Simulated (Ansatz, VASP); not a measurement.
## AgBr: VASP beside Ansatz

File INCAR:

```
SYSTEM = AgBr
PREC = Accurate ; ENCUT = 400
EDIFF = 1E-8 ; ISMEAR = -1
SIGMA = 0.02 ; LREAL = .False.
LASPH = .True. ; NELM = 120
ALGO = Normal ; ISIF = 2
LWAVE = .False. ; LCHARG = .False.
GGA = PS ; LEFG = .True.
NBANDS = 16 ; GGA_COMPAT = .False.
```

KPOINTS

```
regular mesh
0
Gamma
  7 7 7
  0 0 0
```

File POSCAR:

```
AgBr
1.0
    0.0000000000      2.8271344891      2.8271344891
    2.8271344891      0.0000000000      2.8271344891
    2.8271344891      2.8271344891      0.0000000000
Ag Br
1 1
Direct
    0.5000000000      0.5000000000      0.5000000000
    0.0000000000      0.0000000000      0.0000000000
```

Input for Ansatz:

```yaml
crystal:
  lattice:
    - [0.0, 2.8271344891, 2.8271344891]
    - [2.8271344891, 0.0, 2.8271344891]
    - [2.8271344891, 2.8271344891, 0.0]
  atoms:
    - { symbol: Ag, position: [0.5, 0.5, 0.5] }
    - { symbol: Br, position: [0.0, 0.0, 0.0] }
kpoints:
  mp_grid: { grid: [7, 7, 7] }
scf:
  occupations: { method: fermi_dirac, width: 0.02 }
hamiltonian:
  xc: pbesol
  pseudopotentials: { kind: paw }
output:
  forces: true
  stress: true
  eigenvalues: true
  efg: { contact_densities: true }
```

Change from the starting cell: volume scaled by 0.94, PAW files.

Alike in both runs: task electric field gradients; functional PBEsol; k mesh 7 × 7 × 7; occupations fermi-dirac, width 0.02 eV; no spin polarisation.

|  | VASP | Ansatz |
| --- | --- | --- |
| version | VASP 6.6.1 | Ansatz 0.2.0 |
| potentials or method | VASP PAW PBE potentials, release 64 (Ag, Br) | PAW with Ansatz's default frozen-core files, scalar-relativistic |
| plane-wave cutoff (eV) | 400 | 420 |
| valence electrons in the cell | 18 | 26 |

Ansatz gave:

```
pressure (GPa) : 0.6
```

Task: What did VASP give for the same quantities?

Result: Pressure (GPa): 0.4.

VASP's potentials were made for PBE, not for PBEsol. With one functional, cell and mesh, what is left measures potentials, basis and numerics. VASP's potentials hold 18 valence electrons a cell and Ansatz's 26, so a difference there can come from the potentials and not from the codes.
